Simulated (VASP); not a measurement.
# Be16H (a cell with a defect) in VASP: single point with PBE

Aim: the single point of Be16H (a cell with a defect) with PBE.

All numbers are computed with VASP 6.6.1; they aren't measurements. Logs are shortened: lines on timing, memory, paths and dates and some standing lists are left out, and cuts for length are marked.

### 1 The cell of the first run

The cell holds a defect, 17 atoms: a = 4.580 Å, b = 3.966 Å, c = 7.177 Å, α = 90.00°, β = 90.00°, γ = 90.00°.

### 2 Single point, PBE

INCAR

```
PREC = Accurate
ENCUT = 520
EDIFF = 1E-6
ISMEAR = 0
SIGMA = 0.05
LREAL = Auto
LASPH = True
NELM = 100
ALGO = Normal
ISIF = 2
LWAVE = False
LCHARG = False
GGA = PE
NBANDS = 30
```

KPOINTS

```
Automatic mesh
0
Gamma
  4 4 3
```

POSCAR

```
Be16H
1.0
   -2.2900000000     -3.9663960000      0.0000000000
    3.4350000000     -1.9831980000      0.0000000000
    0.0000000000      0.0000000000      7.1768600000
Be H
16 1
Direct
    0.7500735999      0.4939905513     -0.0011935582
    0.5198727103      0.3408671053      0.2502541501
    0.7500731633      0.4939914247      0.5017017191
    0.4995030725      0.3331432419      0.7502542895
    0.5033806773     -0.0044297668     -0.0051795632
    0.2499392078      0.8237519027      0.2502545682
    0.5033787785     -0.0044289948      0.5056878635
    0.2501194311      0.8351174664      0.7502538715
    0.2499959181      0.5084188217     -0.0059481445
   -0.0198274741      0.3406652356      0.2502542895
    0.2499956784      0.5084177885      0.5064557481
    0.0007733636      0.3331979629      0.7502534535
   -0.0032589089     -0.0044634356     -0.0050442673
    0.7501795847      0.8273136096      0.2502545682
   -0.0032584294     -0.0044613693      0.5055525676
    0.7501208743      0.8261679191      0.7502541501
    0.2499682149      0.1807878347      0.2502530355
```

Potentials or basis: VASP PAW PBE potentials, release 64 (Be, H).

Command:

```bash
cat potpaw_PBE.64/Be/POTCAR potpaw_PBE.64/H/POTCAR > POTCAR
mpirun -np 1 vasp_std > vasp.out
```

OUTCAR:

```text
PREC = Accurate
   ENCUT = 520
   EDIFF = 1E-6
   ISMEAR = 0
   LREAL = Auto
   LASPH = True
   NELM = 100
   ISIF = 2
   GGA = PE

 ion  position               nearest neighbor table
   1  0.750  0.494  0.999-  10 2.18   2 2.18   4 2.21  12 2.22  16 2.22  14 2.24   5 2.28  13 2.28
                            13 2.29   5 2.29   9 2.29   9 2.29
   2  0.520  0.341  0.250-  17 1.39  10 2.11   3 2.18   1 2.18  14 2.20   6 2.28   7 2.29   5 2.29
                            14 2.29  11 2.31   9 2.31
   3  0.750  0.494  0.502-  10 2.18   2 2.18   4 2.21  12 2.22  16 2.22  14 2.24   7 2.28  15 2.28
                            15 2.29   7 2.29  11 2.29  11 2.29
   4  0.500  0.333  0.750-   9 2.20  11 2.20   7 2.21   5 2.21   1 2.21   3 2.21  16 2.27   8 2.28
                            12 2.28   8 2.30  12 2.30  16 2.32
   5  0.503  0.996  0.995-  16 2.19   8 2.20   4 2.21   9 2.25  14 2.25  13 2.26   6 2.27   1 2.28
                             1 2.29   2 2.29  13 2.32   9 2.34
   6  0.250  0.824  0.250-  17 1.42  11 2.22   9 2.22  15 2.27  13 2.27   7 2.27   5 2.27   2 2.28
                            10 2.28  14 2.29  14 2.29
   7  0.503  0.996  0.506-  16 2.19   8 2.20   4 2.21  11 2.25  14 2.25  15 2.26   6 2.27   3 2.28
                             3 2.29   2 2.29  15 2.32  11 2.34
   8  0.250  0.835  0.750-   9 2.18  11 2.18   7 2.20   5 2.20  15 2.20  13 2.20   4 2.28  12 2.28
                            16 2.29  16 2.29  12 2.30   4 2.30
   9  0.250  0.508  0.994-   8 2.18  12 2.20   4 2.20   6 2.22  13 2.25   5 2.25   1 2.29   1 2.29
                             2 2.31  10 2.31  13 2.34   5 2.34
  10  0.980  0.341  0.250-  17 1.39   2 2.11   3 2.18   1 2.18  14 2.20   6 2.28  15 2.29  13 2.29
                            14 2.29  11 2.31   9 2.31
  11  0.250  0.508  0.506-   8 2.18  12 2.20   4 2.20   6 2.22  15 2.25   7 2.25   3 2.29   3 2.29
                             2 2.31  10 2.31  15 2.34   7 2.34
  12  0.001  0.333  0.750-  11 2.20   9 2.20  15 2.21  13 2.21   3 2.22   1 2.22  16 2.27   8 2.28
                             4 2.28   8 2.30   4 2.30  16 2.32
  13  0.997  0.996  0.995-  16 2.19   8 2.20  12 2.21  14 2.25   9 2.25   5 2.26   6 2.27   1 2.28
                             1 2.29  10 2.29   5 2.32   9 2.34
  14  0.750  0.827  0.250-   2 2.20  10 2.20   3 2.24   1 2.24  15 2.25  13 2.25   5 2.25   7 2.25
                             6 2.29   6 2.29  10 2.29   2 2.29
  15  0.997  0.996  0.506-  16 2.19   8 2.20  12 2.21  14 2.25  11 2.25   7 2.26   6 2.27   3 2.28
                             3 2.29  10 2.29   7 2.32  11 2.34
  16  0.750  0.826  0.750-   5 2.19   7 2.19  13 2.19  15 2.19   3 2.22   1 2.22  12 2.27   4 2.27
                             8 2.29   8 2.29   4 2.32  12 2.32
  17  0.250  0.181  0.250-  10 1.39   2 1.39   6 1.42

  LATTYP: Found a simple orthorhombic cell.
 ALAT       =     3.9663962620
 B/A-ratio  =     1.1547004875
 C/A-ratio  =     1.8094157835

  Lattice vectors:

 A1 = (  -3.4350000000,   1.9831980000,   0.0000000000)
 A2 = (  -2.2900000000,  -3.9663960000,   0.0000000000)
 A3 = (   0.0000000000,   0.0000000000,   7.1768600000)

Analysis of symmetry for initial positions (statically):
=====================================================================
 Subroutine PRICEL returns:
 Original cell was already a primitive cell.

 Routine SETGRP: Setting up the symmetry group for a
 simple orthorhombic supercell.

 Subroutine GETGRP returns: Found  2 space group operations
 (whereof  1 operations were pure point group operations)
 out of a pool of  8 trial point group operations.

The static configuration has the point symmetry C_1 .
 The point group associated with its full space group is C_1h.

Analysis of symmetry for dynamics (positions and initial velocities):
=====================================================================
 Subroutine PRICEL returns:
 Original cell was already a primitive cell.

 Routine SETGRP: Setting up the symmetry group for a
 simple orthorhombic supercell.

 Subroutine GETGRP returns: Found  2 space group operations
 (whereof  1 operations were pure point group operations)
 out of a pool of  8 trial point group operations.

The dynamic configuration has the point symmetry C_1 .
 The point group associated with its full space group is C_1h.

 Subroutine INISYM returns: Found  2 space group operations
 (whereof  1 operations are pure point group operations),
 and found     1 'primitive' translations

----------------------------------------------------------------------------------------

                                     Primitive cell

  volume of cell :     130.3755
[... 57 lines left out ...]

  Cartesian coordinates                     Fractional coordinates (reciprocal lattice)
    -0.027292576 -0.047272133  0.000000000     0.250000000  0.000000000  0.000000000
     0.054585153 -0.031514755  0.000000000     0.000000000  0.250000000  0.000000000
     0.000000000  0.000000000  0.046445567     0.000000000  0.000000000  0.333333333

  Length of vectors
     0.054585156  0.063029507  0.046445567

  Shift w.r.t. Gamma in fractional coordinates (k-lattice)
     0.000000000  0.000000000  0.000000000

 Subroutine IBZKPT returns following result:
 ===========================================

 Found     20 irreducible k-points:

 Following reciprocal coordinates:
            Coordinates               Weight
  0.000000  0.000000  0.000000      1.000000
  0.250000  0.000000  0.000000      2.000000
  0.500000  0.000000  0.000000      1.000000
  0.000000  0.250000  0.000000      2.000000
  0.250000  0.250000  0.000000      2.000000
 -0.250000  0.250000  0.000000      2.000000
[... 12 lines left out ...]
  0.250000  0.500000  0.333333      4.000000
  0.500000  0.500000  0.333333      2.000000
   k-points           NKPTS =     20   k-points in BZ     NKDIM =     20   number of bands    NBANDS=     30
   number of dos      NEDOS =    301   number of ions     NIONS =     17
   total plane-waves  NPLWV =  58320
   dimension x,y,z NGX =    36 NGY =   30 NGZ =   54
   dimension x,y,z NGXF=    72 NGYF=   60 NGZF=  108
   ions per type =              16   1
   NGX,Y,Z   is equivalent  to a cutoff of  13.07, 12.57, 12.51 a.u.
   NGXF,Y,Z  is equivalent  to a cutoff of  26.13, 25.15, 25.02 a.u.
 SYSTEM =  unknown system
   PREC   = accura    normal or accurate (medium, high low for compatibility)
   ISTART =      0    job   : 0-new  1-cont  2-samecut
   ICHARG =      2    charge: 1-file 2-atom 10-const
   ISPIN  =      1    spin polarized calculation?
   LNONCOLLINEAR =      F non collinear calculations
   LSORBIT =      F    spin-orbit coupling
   LASPH  =      T    aspherical Exc in radial PAW
   ENCUT  =  520.0 eV  38.22 Ry    6.18 a.u.   8.52  7.37 13.34*2*pi/ulx,y,z
   NELM   =    100;   NELMIN=  2; NELMDL= -5     # of ELM steps
   EDIFF  = 0.1E-05   stopping-criterion for ELM
   LREAL  =      T    real-space projection
   EDIFFG = 0.1E-04   stopping-criterion for IOM
   NSW    =      0    number of steps for IOM
   IBRION =     -1    ionic relax: 0-MD 1-quasi-New 2-CG
   NFREE  =      0    steps in history (QN), initial steepest desc. (CG)
   ISIF   =      2    stress and relaxation
   ISYM   =      2    0-nonsym 1-usesym 2-fastsym
   POTIM  = 0.5000    time-step for ionic-motion
   TEBEG  =    0.0;   TEEND  =   0.0 temperature during run
   PSTRESS=    0.0 pullay stress
   NELECT =      33.0000    total number of electrons
   NUPDOWN=      -1.0000    fix difference up-down
   EMIN   =  10.00;   EMAX   =-10.00  energy-range for DOS
   EFERMI =   0.00;   METHOD = LEGACY
   ISMEAR =     0;   SIGMA  =   0.05  broadening in eV -4-tet -1-fermi 0-gaus
   EFERMI_NEDOS =   21; number of points for ismear=-14 and -15
   IALGO  =     38    algorithm
   IMIX   =      4    mixing-type and parameters
     AMIX     =   0.40;   BMIX     =  1.00
     AMIX_MAG =   1.60;   BMIX_MAG =  1.00
  volume/ion in A,a.u.               =       7.67        51.75
  Fermi-wavevector in a.u.,A,eV,Ry     =   1.035573  1.956950 14.591049  1.072412
  Thomas-Fermi vector in A             =   2.169923
   LORBIT       =      0    0 simple, 1 ext, 2 COOP (PROOUT), +10 PAW based schemes
   GGA     = PE    functional components
   LHFCALC =     F    Hartree Fock is set to
   AEXX    =    0.0000 exact exchange contribution
   IVDW    =     0    specifies the selected vdW correction
   LEPSILON=     F    determine dielectric tensor
   LRPA    =     F    only Hartree local field effects (RPA)
 non-spin polarized calculation
 Gauss-broadening in eV      SIGMA  =   0.05
  energy-cutoff  :      520.00
  volume of cell :      130.38
 maximum number of plane-waves:      3529
 NGX is ok and might be reduce to    36
   NGX = 17   NGY = 15   NGZ = 27

 number of electron      33.0000000 magnetization

 Free energy of the ion-electron system (eV)
  ---------------------------------------------------
  ext. energy  EPLUGINS =         0.00000000
  ---------------------------------------------------
  free energy    TOTEN  =       -61.30378339 eV

  energy without entropy =      -61.30328847  energy(sigma->0) =      -61.30353593

 E-fermi :   7.3564     XC(G=0): -10.5790

 val. band max:        7.2925093821   @ k =   0.0000   0.0000   0.3333
 cond. band min:       7.4266302650   @ k =   0.2500   0.5000   0.0000
 fundamental gap:      0.1341208828
 Fermi energy:         7.3564249917

 k-point     1 :       0.0000    0.0000    0.0000
  band No.  band energies     occupation
      1      -4.9892      2.00000
      2      -2.9139      2.00000
      3      -2.1887      2.00000
      4      -0.3276      2.00000
      5       0.9640      2.00000
      6       1.5119      2.00000
[... 609 lines left out ...]
     27      12.8128      0.00000
     28      13.0033      0.00000
 [bands above 28 left out]

------------------------ aborting loop because EDIFF is reached ----------------------------------------

  FORCE on cell =-STRESS in cart. coord.  units (eV):
  Direction    XX          YY          ZZ          XY          YZ          ZX
  --------------------------------------------------------------------------------------
  -------------------------------------------------------------------------------------
  Total        0.5368581      0.4550881      3.3160869     -0.0764571      0.0000000      0.0000000
  in kB        6.5974188      5.5925521     40.7512053     -0.9395771      0.0000000      0.0000000
  external PRESSURE =      17.6470587 kB  Pullay stress =       0.0000000 kB

 VOLUME and BASIS-vectors are now :
 -----------------------------------------------------------------------------
  energy-cutoff  :      520.00
  volume of cell :      130.38
      direct lattice vectors                 reciprocal lattice vectors
    -2.290000000 -3.966396000  0.000000000    -0.109170306 -0.189088533  0.000000000
     3.435000000 -1.983198000  0.000000000     0.218340611 -0.126059022  0.000000000
     0.000000000  0.000000000  7.176860000     0.000000000  0.000000000  0.139336702

 POSITION                                       TOTAL-FORCE (eV/Angst)
 -----------------------------------------------------------------------------------
     -0.02081     -3.95477      7.16829         0.000743      0.000732      0.000972
     -0.01963     -2.73803      1.79604         0.007715      0.007054      0.000000
     -0.02081     -3.95477      3.60064         0.000743      0.000732     -0.000972
      0.00048     -2.64192      5.38447         0.005829      0.001831      0.000000
      2.26704     -3.97102      7.13969         0.001780      0.003910      0.007527
      2.25723     -2.62502      1.79604        -0.020550      0.005531      0.000000
[... 9 lines left out ...]
      1.12011     -4.61373      5.38447        -0.000421      0.000590      0.000000
      0.04858     -1.35001      1.79603         0.000716     -0.009291      0.000000
 -----------------------------------------------------------------------------------
    total drift:                               -0.001224      0.000738      0.000480

  FREE ENERGIE OF THE ION-ELECTRON SYSTEM (eV)
  ---------------------------------------------------
  free  energy   TOTEN  =       -61.3037833894 eV

  energy  without entropy=      -61.3032884652  energy(sigma->0) =      -61.30353593
```

It took 3.7 min on 1 thread of Intel Xeon 8259CL, shared host; peak memory 0.25 GiB.

Results:

| Property | Result |
| --- | --- |
| Free energy | -61.3038 eV |
| Pressure | 1.8 GPa |
| Largest force | 0.021 eV/Å |
| Band gap on the k mesh | zero (an odd number of electrons rules out a gap without spin polarisation) |

Forces in eV/Å, atoms in the order of the input:
```
Be   0.001  0.001  0.001
Be   0.008  0.007  0.000
Be   0.001  0.001 -0.001
Be   0.006  0.002  0.000
Be   0.002  0.004  0.008
Be  -0.021  0.006  0.000
Be   0.002  0.004 -0.008
Be   0.001  0.002  0.000
Be  -0.002 -0.002  0.000
Be   0.005 -0.009  0.000
Be  -0.002 -0.002  0.000
Be  -0.001  0.000  0.000
Be  -0.001 -0.005 -0.004
Be   0.003  0.006  0.000
Be  -0.001 -0.005  0.004
Be   0.000  0.001  0.000
H    0.001 -0.009  0.000
```

Levels at points of the mesh, in eV from the Fermi level:
```tsv
k point	band 12	band 13	band 14	band 15	band 16	band 17	band 18	band 19	band 20	band 21
(0.00, 0.00, 0.00)	-4.21	-4.02	-3.66	-0.94	0.10	0.38	0.76	0.92	1.07	1.12
(0.50, 0.00, 0.00)	-2.67	-2.48	-2.41	-2.38	-2.38	-1.11	0.11	0.44	0.49	0.61
(0.00, 0.50, 0.00)	-4.02	-3.70	-3.65	-2.62	-2.50	-0.47	0.70	0.76	0.90	0.91
(0.50, 0.50, 0.00)	-6.38	-1.05	-0.89	-0.82	-0.72	-0.53	0.38	0.54	0.65	3.41
```

Caveat: the k points lie up to 0.40 Å⁻¹ apart, too coarse for converged energies and pressures of a metal.

The gap in the log of VASP goes by the Fermi energy; the results here count the filled bands.